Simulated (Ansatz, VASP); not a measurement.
## AlCu: VASP beside Ansatz

POSCAR

```
AlCu
1.0
    2.9975090000      0.0037468862      0.0000000000
    0.0037468862      2.9975090000      0.0000000000
    0.0000000000      0.0000000000      2.9975090000
Al Cu
1 1
Direct
    0.0000000000      0.0000000000      0.0000000000
    0.5000000000      0.5000000000      0.5000000000
```

The input INCAR.step1:

```
SYSTEM = AlCu
PREC = Accurate
ENCUT = 520
ISMEAR = 0
SIGMA = 0.15
LREAL = .False.
LASPH = .True.
NELM = 60
NBANDS = 14
GGA = PE
ALGO = Normal
EDIFF = 1E-4
LWAVE = .True.
LCHARG = .False.
```

Contents of INCAR.step2:

```
SYSTEM = AlCu
PREC = Accurate
ENCUT = 520
EDIFF = 1E-7
ISMEAR = 0
SIGMA = 0.15
LREAL = .False.
LASPH = .True.
NELM = 60
ALGO = Normal
ISIF = 2
LWAVE = .False.
LCHARG = .False.
METAGGA = R2SCAN
LMIXTAU = .True.
NBANDS = 14
ISTART = 1
```

KPOINTS

```
Automatic mesh
0
Gamma
  16 16 16
  0 0 0
```

Input for Ansatz:

```yaml
crystal:
  lattice:
    - [2.997509, 0.0037468862, 0.0]
    - [0.0037468862, 2.997509, 0.0]
    - [0.0, 0.0, 2.997509]
  atoms:
    - { symbol: Al, position: [0.0, 0.0, 0.0] }
    - { symbol: Cu, position: [0.5, 0.5, 0.5] }
basis:
  ecutwfc: 500
kpoints:
  mp_grid: { grid: [16, 16, 16] }
hamiltonian:
  xc: r2scan
scf:
  occupations: { method: gaussian, width: 0.15 }
output:
  forces: true
  stress: true
  eigenvalues: true
```

Change from the starting cell: strain +0.0025 x Voigt [0, 0, 0, 0, 0, 1], atoms carried along.

Alike in both runs: task single point; functional r2SCAN; k mesh 16 × 16 × 16; occupations gaussian, width 0.15 eV; no spin polarisation.

|  | VASP | Ansatz |
| --- | --- | --- |
| version | VASP 6.6.1 | Ansatz 0.2.0 |
| potentials or method | VASP PAW PBE potentials, release 64 (Al, Cu), cutoff 520 eV | scalar-relativistic, plane waves, PAW |
| valence electrons in the cell | 14 | 22 |

```tsv
	VASP	Ansatz	Ansatz less VASP
gap on the k mesh at the Fermi level (eV)	none	none	-
pressure (GPa)	-4.9	-4.9	+0.02
traceless stress, the component that is largest in VASP (GPa)	-0.08	-0.08	-0.002
```

VASP's potentials were made for PBE, not for r2SCAN. A gap of «none» marks a metal or a gap that the smearing closes. VASP's potentials hold 14 valence electrons a cell and Ansatz's 22, so a difference there can come from the potentials and not from the codes.
